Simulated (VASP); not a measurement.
# Li (P6/mmm) in VASP: relaxation of shape and atoms at fixed volume with PBE

Aim: the relaxation of shape and atoms at fixed volume of Li with PBE.

Program: VASP 6.6.1. These are calculated values, not measurements. Logs are shortened: lines on timing, memory, paths and dates and some standing lists are left out, and cuts for length are marked.

**1. The cell of the first run**

It takes space group P6/mmm (No. 191, hexagonal). The conventional cell has a = 5.083 Å, b = 5.083 Å, c = 2.987 Å, α = 90.00°, β = 90.00°, γ = 120.00°. Within 3.9 Å of Li (site symmetry 6/mmm) lie 14 Li at 2.99 to 3.29 Å. Li (site symmetry -6m2) has 11 Li at 2.93 to 3.29 Å within 3.9 Å.

This isn't the form of Li at room conditions, which is bcc.

**2. Relaxation of shape and atoms at fixed volume, PBE (22.28 Å³/atom)**

File INCAR:

```
PREC = Accurate ; ENCUT = 600
EDIFF = 1E-7 ; ISMEAR = 0
SIGMA = 0.1 ; LREAL = F
LASPH = T ; NELM = 100
ALGO = Fast ; ISIF = 4
LWAVE = F ; LCHARG = F
GGA = PE ; IBRION = 2
NSW = 50 ; EDIFFG = -0.01
```

File KPOINTS:

```
regular mesh
0
Gamma
  12 12 14
```

File POSCAR:

```
Li
1.0
    5.0831614019      0.0000000000      0.0000000000
   -2.5415807009      4.4021469056      0.0000000000
    0.0000000000      0.0000000000      2.9872058952
Li
3
Direct
    0.0000000000      0.0000000000      0.0000000000
    0.6666666667      0.3333333333      0.5000000000
    0.3333333333      0.6666666667      0.5000000000
```

Potentials or basis: VASP PAW PBE potentials, release 64 (Li_sv).

On the command line:

```console
$ cat potpaw_PBE.64/Li_sv/POTCAR > POTCAR
$ mpirun -np 1 vasp_std > vasp.out
```

OUTCAR:

```text
PREC = Accurate
   ENCUT = 600
   EDIFF = 1E-7
   ISMEAR = 0
   LREAL = F
   LASPH = T
   NELM = 100
   ISIF = 4
   GGA = PE
   IBRION = 2
   NSW = 50
   EDIFFG = -0.01

 ion  position               nearest neighbor table
   1  0.000  0.000  0.000-
   2  0.667  0.333  0.500-
   3  0.333  0.667  0.500-

  LATTYP: Found a hexagonal cell.
 ALAT       =     5.0831614019
 C/A-ratio  =     0.5876669378

  Lattice vectors:

 A1 = (   5.0831614019,   0.0000000000,   0.0000000000)
 A2 = (  -2.5415807009,   4.4021469056,   0.0000000000)
 A3 = (   0.0000000000,   0.0000000000,   2.9872058952)

Analysis of symmetry for initial positions (statically):
=====================================================================
 Subroutine PRICEL returns:
 Original cell was already a primitive cell.

 Routine SETGRP: Setting up the symmetry group for a
 hexagonal supercell.

 Subroutine GETGRP returns: Found 24 space group operations
 (whereof 24 operations were pure point group operations)
 out of a pool of 24 trial point group operations.

The static configuration has the point symmetry D_6h.

Analysis of symmetry for dynamics (positions and initial velocities):
=====================================================================
 Subroutine PRICEL returns:
 Original cell was already a primitive cell.

 Routine SETGRP: Setting up the symmetry group for a
 hexagonal supercell.

 Subroutine GETGRP returns: Found 24 space group operations
 (whereof 24 operations were pure point group operations)
 out of a pool of 24 trial point group operations.

The dynamic configuration has the point symmetry D_6h.

 Subroutine INISYM returns: Found 24 space group operations
 (whereof 24 operations are pure point group operations),
 and found     1 'primitive' translations

----------------------------------------------------------------------------------------

                                     Primitive cell

  volume of cell :      66.8442

  direct lattice vectors                    reciprocal lattice vectors
     5.083161402  0.000000000  0.000000000     0.196727965  0.113580944  0.000000000
    -2.541580701  4.402146906  0.000000000     0.000000000  0.227161887  0.000000000
     0.000000000  0.000000000  2.987205895     0.000000000  0.000000000  0.334760989

  length of vectors
     5.083161402  5.083161402  2.987205895     0.227161887  0.227161887  0.334760989

  position of ions in fractional coordinates (direct lattice)
     0.000000000  0.000000000  0.000000000
     0.666666667  0.333333333  0.500000000
     0.333333333  0.666666667  0.500000000

  ion indices of the primitive-cell ions
   primitive index   ion index
                 1           1
                 2           2
                 3           3

----------------------------------------------------------------------------------------

 KPOINTS: regular mesh

Automatic generation of k-mesh.
 Grid dimensions read from file:
 generate k-points for:   12   12   14

 Generating k-lattice:

  Cartesian coordinates                     Fractional coordinates (reciprocal lattice)
     0.016393997  0.009465079  0.000000000     0.083333333  0.000000000  0.000000000
     0.000000000  0.018930157  0.000000000     0.000000000  0.083333333  0.000000000
     0.000000000  0.000000000  0.023911499     0.000000000  0.000000000  0.071428571

  Length of vectors
     0.018930157  0.018930157  0.023911499

  Shift w.r.t. Gamma in fractional coordinates (k-lattice)
     0.000000000  0.000000000  0.000000000

 Subroutine IBZKPT returns following result:
 ===========================================

 Found    152 irreducible k-points:

 Following reciprocal coordinates:
            Coordinates               Weight
  0.000000  0.000000  0.000000      1.000000
  0.083333  0.000000  0.000000      6.000000
  0.166667 -0.000000  0.000000      6.000000
  0.250000  0.000000  0.000000      6.000000
  0.333333  0.000000  0.000000      6.000000
  0.416667  0.000000  0.000000      6.000000
[... 16 lines left out ...]
  0.250000  0.000000  0.071429     12.000000
  0.333333  0.000000  0.071429     12.000000
 [... further k-points ...]
   k-points           NKPTS =    152   k-points in BZ     NKDIM =    152   number of bands    NBANDS=      8
   number of dos      NEDOS =    301   number of ions     NIONS =      3
   total plane-waves  NPLWV =  42336
   dimension x,y,z NGX =    42 NGY =   42 NGZ =   24
   dimension x,y,z NGXF=    84 NGYF=   84 NGZF=   48
   ions per type =               3
   NGX,Y,Z   is equivalent  to a cutoff of  13.74, 13.74, 13.36 a.u.
   NGXF,Y,Z  is equivalent  to a cutoff of  27.47, 27.47, 26.71 a.u.
 SYSTEM =  unknown system
   PREC   = accura    normal or accurate (medium, high low for compatibility)
   ISTART =      0    job   : 0-new  1-cont  2-samecut
   ICHARG =      2    charge: 1-file 2-atom 10-const
   ISPIN  =      1    spin polarized calculation?
   LNONCOLLINEAR =      F non collinear calculations
   LSORBIT =      F    spin-orbit coupling
   LASPH  =      T    aspherical Exc in radial PAW
   ENCUT  =  600.0 eV  44.10 Ry    6.64 a.u.  10.15 10.15  5.97*2*pi/ulx,y,z
   NELM   =    100;   NELMIN=  2; NELMDL= -5     # of ELM steps
   EDIFF  = 0.1E-06   stopping-criterion for ELM
   LREAL  =      F    real-space projection
   EDIFFG = -.1E-01   stopping-criterion for IOM
   NSW    =     50    number of steps for IOM
   IBRION =      2    ionic relax: 0-MD 1-quasi-New 2-CG
   NFREE  =      1    steps in history (QN), initial steepest desc. (CG)
   ISIF   =      4    stress and relaxation
   ISYM   =      2    0-nonsym 1-usesym 2-fastsym
   POTIM  = 0.5000    time-step for ionic-motion
   TEBEG  =    0.0;   TEEND  =   0.0 temperature during run
   PSTRESS=    0.0 pullay stress
   NELECT =       9.0000    total number of electrons
   NUPDOWN=      -1.0000    fix difference up-down
   EMIN   =  10.00;   EMAX   =-10.00  energy-range for DOS
   EFERMI =   0.00;   METHOD = LEGACY
   ISMEAR =     0;   SIGMA  =   0.10  broadening in eV -4-tet -1-fermi 0-gaus
   EFERMI_NEDOS =   21; number of points for ismear=-14 and -15
   IALGO  =     68    algorithm
   IMIX   =      4    mixing-type and parameters
     AMIX     =   0.40;   BMIX     =  1.00
     AMIX_MAG =   1.60;   BMIX_MAG =  1.00
  volume/ion in A,a.u.               =      22.28       150.36
  Fermi-wavevector in a.u.,A,eV,Ry     =   0.839076  1.585623  9.579155  0.704048
  Thomas-Fermi vector in A             =   1.953235
   LORBIT       =      0    0 simple, 1 ext, 2 COOP (PROOUT), +10 PAW based schemes
   GGA     = PE    functional components
   LHFCALC =     F    Hartree Fock is set to
   AEXX    =    0.0000 exact exchange contribution
   IVDW    =     0    specifies the selected vdW correction
   LEPSILON=     F    determine dielectric tensor
   LRPA    =     F    only Hartree local field effects (RPA)
 conjugate gradient relaxation of ions
 non-spin polarized calculation
 RMM-DIIS sequential band-by-band and
 Gauss-broadening in eV      SIGMA  =   0.10
  energy-cutoff  :      600.00
  volume of cell :       66.84
 maximum number of plane-waves:      2256
 NGX is ok and might be reduce to    42
   NGX = 21   NGY = 21   NGZ = 11

 number of electron       9.0000002 magnetization

 Free energy of the ion-electron system (eV)
  ---------------------------------------------------
  ext. energy  EPLUGINS =         0.00000000
  ---------------------------------------------------
  free energy    TOTEN  =        -5.66273381 eV

  energy without entropy =       -5.65588446  energy(sigma->0) =       -5.65930913

 E-fermi :   0.3859     XC(G=0):  -6.8180

 val. band max:        0.3774668353   @ k =   0.3333   0.1667   0.4286
 cond. band min:       0.4073308685   @ k =   0.2500   0.0833   0.5000
 fundamental gap:      0.0298640332
 Fermi energy:         0.3858590767

 k-point     1 :       0.0000    0.0000    0.0000
  band No.  band energies     occupation
      1     -46.3751      2.00000
      2     -46.3605      2.00000
      3     -46.2666      2.00000
      4      -3.0621      2.00000
      5       2.3871      0.00000
      6       2.3871      0.00000
      7       2.4464      0.00000
      8       2.4464      0.00000

 k-point     2 :       0.0833    0.0000    0.0000
  band No.  band energies     occupation
      1     -46.3749      2.00000
      2     -46.3608      2.00000
      3     -46.2666      2.00000
      4      -3.0211      2.00000
      5       1.7163      0.00000
      6       1.8349      0.00000
      7       2.9345      0.00000
      8       3.1029      0.00000

 k-point     3 :       0.1667   -0.0000    0.0000
  band No.  band energies     occupation
      1     -46.3742      2.00000
      2     -46.3614      2.00000
      3     -46.2666      2.00000
      4      -2.8977      2.00000
      5       0.9643      0.00000
      6       1.3590      0.00000
      7       3.1808      0.00000
      8       3.8914      0.00000

 k-point     4 :       0.2500    0.0000    0.0000
  band No.  band energies     occupation
      1     -46.3731      2.00000
      2     -46.3624      2.00000
      3     -46.2667      2.00000
      4      -2.6922      2.00000
      5       0.2331      1.96930
      6       0.9883      0.00000
      7       3.2347      0.00000
      8       4.7818      0.00000

 k-point     5 :       0.3333    0.0000    0.0000
  band No.  band energies     occupation
      1     -46.3718      2.00000
      2     -46.3636      2.00000
      3     -46.2667      2.00000
      4      -2.4043      2.00000
      5      -0.4439      2.00000
      6       0.7233      0.00000
      7       3.2146      0.00000
      8       5.7716      0.00000
[... 177 lines left out ...]
 k-point    22 :       0.1667   -0.0000    0.0714
  band No.  band energies     occupation
      1     -46.3737      2.00000
      2     -46.3610      2.00000
      3     -46.2663      2.00000
      4      -2.8318      2.00000
      5       1.0409      0.00000
      6       1.4427      0.00000
      7       3.2402      0.00000
      8       3.9737      0.00000

 k-point    23 :       0.2500    0.0000    0.0714
  band No.  band energies     occupation
      1     -46.3727      2.00000
      2     -46.3620      2.00000
      3     -46.2663      2.00000
      4      -2.6258      2.00000
      5       0.3064      1.73879
      6       1.0721      0.00000
      7       3.2794      0.00000
      8       4.8633      0.00000

 k-point    24 :       0.3333    0.0000    0.0714
  band No.  band energies     occupation
      1     -46.3715      2.00000
      2     -46.3632      2.00000
      3     -46.2664      2.00000
      4      -2.3376      2.00000
      5      -0.3729      2.00000
      6       0.8072      0.00000
      7       3.2513      0.00000
      8       5.8519      0.00000

 [... further k-points ...]

------------------------ aborting loop because EDIFF is reached ----------------------------------------

  FORCE on cell =-STRESS in cart. coord.  units (eV):
  Direction    XX          YY          ZZ          XY          YZ          ZX
  --------------------------------------------------------------------------------------
  -------------------------------------------------------------------------------------
  Total       -0.5180275     -0.5180275     -0.4857572     -0.0000000     -0.0000000     -0.0000000
  in kB      -12.4165167    -12.4165167    -11.6430362     -0.0000000     -0.0000000     -0.0000000
  external PRESSURE =     -12.1586899 kB  Pullay stress =       0.0000000 kB

 VOLUME and BASIS-vectors are now :
 -----------------------------------------------------------------------------
  energy-cutoff  :      600.00
  volume of cell :       66.84
      direct lattice vectors                 reciprocal lattice vectors
     5.083161402  0.000000000  0.000000000     0.196727965  0.113580944  0.000000000
    -2.541580701  4.402146906  0.000000000     0.000000000  0.227161887  0.000000000
     0.000000000  0.000000000  2.987205895     0.000000000  0.000000000  0.334760989

 POSITION                                       TOTAL-FORCE (eV/Angst)
 -----------------------------------------------------------------------------------
      0.00000      0.00000      0.00000        -0.000000      0.000000      0.000000
      2.54158      1.46738      1.49360         0.000000     -0.000000     -0.000000
     -0.00000      2.93476      1.49360         0.000000      0.000000      0.000000
 -----------------------------------------------------------------------------------
    total drift:                                0.000000      0.000000     -0.000000

  FREE ENERGIE OF THE ION-ELECTRON SYSTEM (eV)
  ---------------------------------------------------
  free  energy   TOTEN  =        -5.6627338070 eV

  energy  without entropy=       -5.6558844584  energy(sigma->0) =       -5.65930913

 reached required accuracy - stopping structural energy minimisation
```

Wall time 42 s (1 thread of Intel Xeon 6975P-C (Granite Rapids), shared host); peak memory 0.23 GiB.

What came out:

| Item | Value |
| --- | --- |
| Free energy | -5.6627 eV |
| Pressure after relaxing | -1.2 GPa |
| Band gap on the k mesh | zero (an odd number of electrons rules out a gap without spin polarisation) |

Stress tensor (GPa, compression positive):
```
-1.24  0.00  0.00
 0.00 -1.24  0.00
 0.00  0.00 -1.16
```

Final structure:
```xyz
3
Lattice="5.0832 0.0000 0.0000 -2.5416 4.4021 0.0000 0.0000 0.0000 2.9872" Properties=species:S:1:pos:R:3 pbc="T T T"
Li    0.0000    0.0000    0.0000
Li    2.5416    1.4674    1.4936
Li    0.0000    2.9348    1.4936
```

Caveat: the cutoff is under 1.25 times the usual one of these potentials, so pressure, stress and relaxed cells hold a basis-set (Pulay) error; the relaxation stopped at its first step, so nothing moved.
